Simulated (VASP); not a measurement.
Here is a VASP 6.6.1 calculation.

INCAR

```
SYSTEM = Ge
ALGO = Normal
EDIFF = 1E-7
EDIFFG = -0.01
ENCUT = 600
GGA = PS
IBRION = 2
ISIF = 3
ISMEAR = -1
LASPH = .True.
LCHARG = .False.
LREAL = .False.
LWAVE = .False.
NELM = 100
NSW = 80
PREC = Accurate
PSTRESS = 50.0
SIGMA = 0.05
```

KPOINTS

```
k-points
0
Gamma
  11 11 10
  0 0 0
```

The input POSCAR:

```
Ge
1.0
    1.3971490000     -2.6005160000      0.0000000000
    1.3971490000      2.6005160000      0.0000000000
    0.0000000000      0.0000000000      2.6982310000
Ge
1
Direct
    0.5000000000      0.5000000000      0.0000000000
```

Potentials or basis: VASP PAW PBE potentials, release 64 (Ge_d).

Run with:

```sh
$ cat potpaw_PBE.64/Ge_d/POTCAR > POTCAR
$ mpirun -np 1 vasp_std > vasp.out
```

(1) What does it give for the space group after relaxing (to 0.05 Å)?

(2) What does it give for the relaxed volume?

(3) Estimate the band gap on the k mesh.

Answers

(1) Cmmm (No. 65).

(2) 17.38 Å³/atom.

(3) zero (band 7 reaches 14.54 eV, above the bottom of band 8 at 4.72 eV).

Caveat: the cell is relaxed towards a set pressure, so the enthalpy falls and the energy may rise; the PAW data sets were made with another functional, which shifts forces and pressure a little.
